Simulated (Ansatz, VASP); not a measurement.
Be3B2Cl3 in VASP and in Ansatz

```
Be B Cl
1.0
     6.73762    0.00000    0.00000
    -3.36881    5.83495    0.00000
     0.00000    0.00000    4.66909
Be B Cl
3 2 3
Direct
  0.50000 0.00000 0.50000
  0.00000 0.50000 0.50000
  0.50000 0.50000 0.50000
  0.33333 0.66667 0.00000
  0.66667 0.33333 0.00000
  0.50000 0.00000 0.00000
  0.00000 0.50000 0.00000
  0.50000 0.50000 0.00000
```

Alike in both runs: functional PBE; k mesh 3 × 3 × 4; occupations gaussian, width 0.1 eV; no spin polarisation.

Ansatz relaxed the structure, and its values are those at the end. VASP's run is a single point on that final structure, the one shown.

```csv
,VASP,Ansatz
version,VASP 6.6.1,Ansatz 0.2.0
potentials or method,"VASP PAW PBE potentials, release 64 (Be, B, Cl), cutoff 520 eV","scalar-relativistic, plane waves, PAW"
valence electrons in the cell,33,33
```

|  | VASP | Ansatz | Ansatz less VASP |
| --- | --- | --- | --- |
| gap on the k mesh at the Fermi level (eV) | none | none | - |
| pressure (GPa) | 0.4 | 0.2 | -0.13 |

A gap of «none» marks a metal or a gap that the smearing closes. With one functional, cell and mesh, what is left measures potentials, basis and numerics.
